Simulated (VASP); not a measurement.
Runs of VASP 6.6.1 on CdTeSe3. The structure is that of space group P4mm (No. 99), or close to it. The cells are those of the table. 

| task | cell | k mesh | cutoff (eV) | gap on the mesh (eV) | pressure (GPa) | relaxed volume (Å³/atom) | largest force (eV/Å) |
| --- | --- | --- | --- | --- | --- | --- | --- |
| single point | a = 4.789, b = 4.789, c = 6.054 Å, 5 atoms | 4 × 4 × 4 | 520 | none | 3.9 | - | 0.47 |
| single point | a = 5.456, b = 5.456, c = 6.116 Å, 5 atoms | 4 × 4 × 4 | 520 | none | 0.2 | - | (a) |
| relaxation of cell and atoms | relaxed from a = 4.789, b = 4.789, c = 6.054 Å, 5 atoms | 4 × 4 × 4 | 600 | none | 0.0 | 31.10 | 0.03 |
| relaxation of cell and atoms | relaxed from a = 5.456, b = 5.456, c = 6.116 Å, 5 atoms | 8 × 8 × 6 | 600 | none | 0.0 | 36.88 | - |
| single point | a = 5.456, b = 5.456, c = 6.190 Å, 5 atoms | 8 × 8 × 6 | 520 | none | (b) | - | 0.03 |

Alike in all rows: level PBE; potentials or basis VASP PAW PBE potentials, release 64 (Cd, Te, Se); no spin polarisation; smearing gaussian 0.1 eV.

**Question.** Estimate the missing entries.

**Answer.** (a) 0.04; (b) 0.1.

Caveats: spin-orbit coupling is left out, which moves the levels of the heavy elements.

A k mesh can miss the band edges, and the runs leave out spin-orbit coupling on Cd, Se, Te.

A gap of «none» marks levels without a gap at the run's occupations.
